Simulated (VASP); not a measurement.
# Li3OF (Pm-3m) in VASP: further runs

Li3OF is run at these levels: PBE, r2SCAN; tasks: single point.

All numbers are computed with VASP 6.6.1; they aren't measurements. Logs are shortened: lines on timing, memory, paths and dates and some standing lists are left out, and cuts for length are marked.

## Step 1: The cell of the first run

It takes space group Pm-3m (No. 221, cubic). Conventional cell: a = 3.717 Å, b = 3.717 Å, c = 3.717 Å, α = 90.00°, β = 90.00°, γ = 90.00°. F (site symmetry m-3m) has 12 Li at 2.63 Å and 8 O at 3.22 Å within 3.5 Å. O (site symmetry m-3m) has 6 Li at 1.86 Å within 2.5 Å. Li (site symmetry 4/mmm) has 2 O at 1.86 Å within 2.5 Å.

## Step 2: Single point, PBE (volume changed by +3%)

INCAR

```
PREC     = Accurate       # precision mode
ENCUT    = 520            # plane-wave cutoff, eV
EDIFF    = 1E-6           # SCF threshold, eV
ISMEAR   = 0              # smearing method
SIGMA    = 0.01           # smearing width, eV
LREAL    = False          # projectors in reciprocal space
LASPH    = True           # aspherical terms in the spheres
NELM     = 60             # most SCF steps
ALGO     = Normal         # electronic algorithm
ISIF     = 2              # what is computed and relaxed
LWAVE    = False          # write WAVECAR
LCHARG   = False          # write CHGCAR
GGA      = PE             # functional
NBANDS   = 19             # bands
```

KPOINTS

```
Automatic mesh
0
Gamma
  6 6 6
```

POSCAR

```
Li3OF
1.0
    3.7174426101      0.0000000000      0.0000000000
    0.0000000000      3.7174426101      0.0000000000
    0.0000000000      0.0000000000      3.7174426101
F O Li
1 1 3
Direct
    0.0000000000      0.0000000000      0.0000000000
    0.5000000000      0.5000000000      0.5000000000
    0.5000000000      0.5000000000      0.0000000000
    0.5000000000      0.0000000000      0.5000000000
    0.0000000000      0.5000000000      0.5000000000
```

Potentials or basis: VASP PAW PBE potentials, release 64 (F, O, Li_sv).

Launch:

```
cat potpaw_PBE.64/F/POTCAR potpaw_PBE.64/O/POTCAR potpaw_PBE.64/Li_sv/POTCAR > POTCAR
mpirun -np 1 vasp_std > vasp.out
```

OUTCAR:

```text
PREC = Accurate
   ENCUT = 520
   EDIFF = 1E-6
   ISMEAR = 0
   LREAL = False
   LASPH = True
   NELM = 60
   ISIF = 2
   GGA = PE

 ion  position               nearest neighbor table
   1  0.000  0.000  0.000-
   2  0.500  0.500  0.500-   3 1.86   4 1.86   5 1.86   3 1.86   4 1.86   5 1.86
   3  0.500  0.500  0.000-   2 1.86   2 1.86
   4  0.500  0.000  0.500-   2 1.86   2 1.86
   5  0.000  0.500  0.500-   2 1.86   2 1.86

  LATTYP: Found a simple cubic cell.
 ALAT       =     3.7174426101

  Lattice vectors:

 A1 = (   3.7174426101,   0.0000000000,   0.0000000000)
 A2 = (   0.0000000000,   3.7174426101,   0.0000000000)
 A3 = (   0.0000000000,   0.0000000000,   3.7174426101)

Analysis of symmetry for initial positions (statically):
=====================================================================
 Subroutine PRICEL returns:
 Original cell was already a primitive cell.

 Routine SETGRP: Setting up the symmetry group for a
 simple cubic supercell.

 Subroutine GETGRP returns: Found 48 space group operations
 (whereof 48 operations were pure point group operations)
 out of a pool of 48 trial point group operations.

The static configuration has the point symmetry O_h .

Analysis of symmetry for dynamics (positions and initial velocities):
=====================================================================
 Subroutine PRICEL returns:
 Original cell was already a primitive cell.

 Routine SETGRP: Setting up the symmetry group for a
 simple cubic supercell.

 Subroutine GETGRP returns: Found 48 space group operations
 (whereof 48 operations were pure point group operations)
 out of a pool of 48 trial point group operations.

The dynamic configuration has the point symmetry O_h .

 Subroutine INISYM returns: Found 48 space group operations
 (whereof 48 operations are pure point group operations),
 and found     1 'primitive' translations

----------------------------------------------------------------------------------------

                                     Primitive cell

  volume of cell :      51.3728

  direct lattice vectors                    reciprocal lattice vectors
     3.717442610  0.000000000  0.000000000     0.269002135  0.000000000  0.000000000
     0.000000000  3.717442610  0.000000000     0.000000000  0.269002135  0.000000000
     0.000000000  0.000000000  3.717442610     0.000000000  0.000000000  0.269002135

  length of vectors
     3.717442610  3.717442610  3.717442610     0.269002135  0.269002135  0.269002135

  position of ions in fractional coordinates (direct lattice)
     0.000000000  0.000000000  0.000000000
     0.500000000  0.500000000  0.500000000
     0.500000000  0.500000000  0.000000000
     0.500000000  0.000000000  0.500000000
     0.000000000  0.500000000  0.500000000

  ion indices of the primitive-cell ions
   primitive index   ion index
                 1           1
                 2           2
                 3           3
                 4           4
                 5           5

----------------------------------------------------------------------------------------

 KPOINTS: Automatic mesh

Automatic generation of k-mesh.
 Grid dimensions read from file:
 generate k-points for:    6    6    6

 Generating k-lattice:

  Cartesian coordinates                     Fractional coordinates (reciprocal lattice)
     0.044833689  0.000000000  0.000000000     0.166666667  0.000000000  0.000000000
     0.000000000  0.044833689  0.000000000     0.000000000  0.166666667  0.000000000
     0.000000000  0.000000000  0.044833689     0.000000000  0.000000000  0.166666667

  Length of vectors
     0.044833689  0.044833689  0.044833689

  Shift w.r.t. Gamma in fractional coordinates (k-lattice)
     0.000000000  0.000000000  0.000000000

 Subroutine IBZKPT returns following result:
 ===========================================

 Found     20 irreducible k-points:

 Following reciprocal coordinates:
            Coordinates               Weight
  0.000000  0.000000  0.000000      1.000000
  0.166667  0.000000  0.000000      6.000000
  0.333333  0.000000  0.000000      6.000000
  0.500000  0.000000  0.000000      3.000000
  0.166667  0.166667  0.000000     12.000000
  0.333333  0.166667  0.000000     24.000000
[... 12 lines left out ...]
  0.500000  0.500000  0.333333      6.000000
  0.500000  0.500000  0.500000      1.000000
   k-points           NKPTS =     20   k-points in BZ     NKDIM =     20   number of bands    NBANDS=     19
   number of dos      NEDOS =    301   number of ions     NIONS =      5
   total plane-waves  NPLWV =  21952
   dimension x,y,z NGX =    28 NGY =   28 NGZ =   28
   dimension x,y,z NGXF=    56 NGYF=   56 NGZF=   56
   ions per type =               1   1   3
   NGX,Y,Z   is equivalent  to a cutoff of  12.52, 12.52, 12.52 a.u.
   NGXF,Y,Z  is equivalent  to a cutoff of  25.04, 25.04, 25.04 a.u.
 SYSTEM =  unknown system
   PREC   = accura    normal or accurate (medium, high low for compatibility)
   ISTART =      0    job   : 0-new  1-cont  2-samecut
   ICHARG =      2    charge: 1-file 2-atom 10-const
   ISPIN  =      1    spin polarized calculation?
   LNONCOLLINEAR =      F non collinear calculations
   LSORBIT =      F    spin-orbit coupling
   LASPH  =      T    aspherical Exc in radial PAW
   ENCUT  =  520.0 eV  38.22 Ry    6.18 a.u.   6.91  6.91  6.91*2*pi/ulx,y,z
   NELM   =     60;   NELMIN=  2; NELMDL= -5     # of ELM steps
   EDIFF  = 0.1E-05   stopping-criterion for ELM
   LREAL  =      F    real-space projection
   EDIFFG = 0.1E-04   stopping-criterion for IOM
   NSW    =      0    number of steps for IOM
   IBRION =     -1    ionic relax: 0-MD 1-quasi-New 2-CG
   NFREE  =      0    steps in history (QN), initial steepest desc. (CG)
   ISIF   =      2    stress and relaxation
   ISYM   =      2    0-nonsym 1-usesym 2-fastsym
   POTIM  = 0.5000    time-step for ionic-motion
   TEBEG  =    0.0;   TEEND  =   0.0 temperature during run
   PSTRESS=    0.0 pullay stress
   NELECT =      22.0000    total number of electrons
   NUPDOWN=      -1.0000    fix difference up-down
   EMIN   =  10.00;   EMAX   =-10.00  energy-range for DOS
   EFERMI =   0.00;   METHOD = LEGACY
   ISMEAR =     0;   SIGMA  =   0.01  broadening in eV -4-tet -1-fermi 0-gaus
   EFERMI_NEDOS =   21; number of points for ismear=-14 and -15
   IALGO  =     38    algorithm
   IMIX   =      4    mixing-type and parameters
     AMIX     =   0.40;   BMIX     =  1.00
     AMIX_MAG =   1.60;   BMIX_MAG =  1.00
  volume/ion in A,a.u.               =      10.27        69.34
  Fermi-wavevector in a.u.,A,eV,Ry     =   1.233971  2.331866 20.717363  1.522683
  Thomas-Fermi vector in A             =   2.368679
   LORBIT       =      0    0 simple, 1 ext, 2 COOP (PROOUT), +10 PAW based schemes
   GGA     = PE    functional components
   LHFCALC =     F    Hartree Fock is set to
   AEXX    =    0.0000 exact exchange contribution
   IVDW    =     0    specifies the selected vdW correction
   LEPSILON=     F    determine dielectric tensor
   LRPA    =     F    only Hartree local field effects (RPA)
 non-spin polarized calculation
 Gauss-broadening in eV      SIGMA  =   0.01
  energy-cutoff  :      520.00
  volume of cell :       51.37
 maximum number of plane-waves:      1409
 NGX is ok and might be reduce to    28
   NGX = 13   NGY = 13   NGZ = 13

 number of electron      21.9999949 magnetization

 Free energy of the ion-electron system (eV)
  ---------------------------------------------------
  ext. energy  EPLUGINS =         0.00000000
  ---------------------------------------------------
  free energy    TOTEN  =       -23.12766324 eV

  energy without entropy =      -23.12766324  energy(sigma->0) =      -23.12766324

 E-fermi :  -0.2833     XC(G=0):  -8.7325

 val. band max:       -0.3467625174   @ k =   0.5000   0.5000   0.0000
 cond. band min:       4.3248654035   @ k =   0.0000   0.0000   0.0000
 fundamental gap:      4.6716279210
 Fermi energy:        -0.2832700333

 k-point     1 :       0.0000    0.0000    0.0000
  band No.  band energies     occupation
      1     -43.1708      2.00000
      2     -43.0608      2.00000
      3     -43.0608      2.00000
      4     -20.7112      2.00000
      5     -14.9467      2.00000
      6      -2.5960      2.00000
[... 11 lines left out ...]
     18      15.3052      0.00000
     19      15.3052      0.00000

 k-point     2 :       0.1667    0.0000    0.0000
  band No.  band energies     occupation
      1     -43.1641      2.00000
      2     -43.0669      2.00000
      3     -43.0607      2.00000
      4     -20.7059      2.00000
      5     -14.9783      2.00000
      6      -2.6047      2.00000
[... 11 lines left out ...]
     18      13.9565      0.00000
     19      13.9565      0.00000

 k-point     3 :       0.3333    0.0000    0.0000
  band No.  band energies     occupation
      1     -43.1469      2.00000
      2     -43.0828      2.00000
      3     -43.0605      2.00000
      4     -20.6951      2.00000
      5     -15.0408      2.00000
      6      -2.6505      2.00000
[... 11 lines left out ...]
     18      12.7353      0.00000
     19      14.7952      0.00000

 k-point     4 :       0.5000    0.0000    0.0000
  band No.  band energies     occupation
      1     -43.1336      2.00000
      2     -43.0957      2.00000
      3     -43.0605      2.00000
      4     -20.6903      2.00000
      5     -15.0720      2.00000
      6      -2.6871      2.00000
[... 319 lines left out ...]
     18      15.4291      0.00000
     19      15.8434      0.00000

 k-point    19 :       0.5000    0.5000    0.3333
  band No.  band energies     occupation
      1     -43.0950      2.00000
      2     -43.0946      2.00000
      3     -43.0946      2.00000
      4     -20.6493      2.00000
      5     -15.2589      2.00000
      6      -2.8367      2.00000
[... 11 lines left out ...]
     18      14.7727      0.00000
     19      15.1106      0.00000

 k-point    20 :       0.5000    0.5000    0.5000
  band No.  band energies     occupation
      1     -43.0944      2.00000
      2     -43.0944      2.00000
      3     -43.0944      2.00000
      4     -20.6428      2.00000
      5     -15.2860      2.00000
      6      -2.7556      2.00000
[... 11 lines left out ...]
     18      13.0290      0.00000
     19      14.2728      0.00000

------------------------ aborting loop because EDIFF is reached ----------------------------------------

  FORCE on cell =-STRESS in cart. coord.  units (eV):
  Direction    XX          YY          ZZ          XY          YZ          ZX
  --------------------------------------------------------------------------------------
  -------------------------------------------------------------------------------------
  Total       -0.5092956     -0.5092956     -0.5092956      0.0000000      0.0000000     -0.0000000
  in kB      -15.8835533    -15.8835533    -15.8835533      0.0000000      0.0000000     -0.0000000
  external PRESSURE =     -15.8835533 kB  Pullay stress =       0.0000000 kB

 VOLUME and BASIS-vectors are now :
 -----------------------------------------------------------------------------
  energy-cutoff  :      520.00
  volume of cell :       51.37
      direct lattice vectors                 reciprocal lattice vectors
     3.717442610  0.000000000  0.000000000     0.269002135  0.000000000  0.000000000
     0.000000000  3.717442610  0.000000000     0.000000000  0.269002135  0.000000000
     0.000000000  0.000000000  3.717442610     0.000000000  0.000000000  0.269002135

 POSITION                                       TOTAL-FORCE (eV/Angst)
 -----------------------------------------------------------------------------------
      0.00000      0.00000      0.00000         0.000000      0.000000      0.000000
      1.85872      1.85872      1.85872         0.000000      0.000000      0.000000
      1.85872      1.85872      0.00000         0.000000      0.000000      0.000000
      1.85872      0.00000      1.85872         0.000000      0.000000      0.000000
      0.00000      1.85872      1.85872         0.000000      0.000000      0.000000
 -----------------------------------------------------------------------------------
    total drift:                                0.000000      0.000000      0.000000

  FREE ENERGIE OF THE ION-ELECTRON SYSTEM (eV)
  ---------------------------------------------------
  free  energy   TOTEN  =       -23.1276632429 eV

  energy  without entropy=      -23.1276632429  energy(sigma->0) =      -23.12766324
```

Run time: 14 s. Hardware: 1 thread of AMD EPYC 9R14 (Zen 4), shared host; peak memory 0.13 GiB.

What came out:

```
Free energy            : -23.1277 eV
Band gap on the k mesh : 4.67 eV, indirect (least direct gap 5.27 eV)
```

Caveat: the cutoff is under 1.25 times the usual one of these potentials, so pressure, stress and relaxed cells hold a basis-set (Pulay) error.

(Part 1 of 2 ends here.)
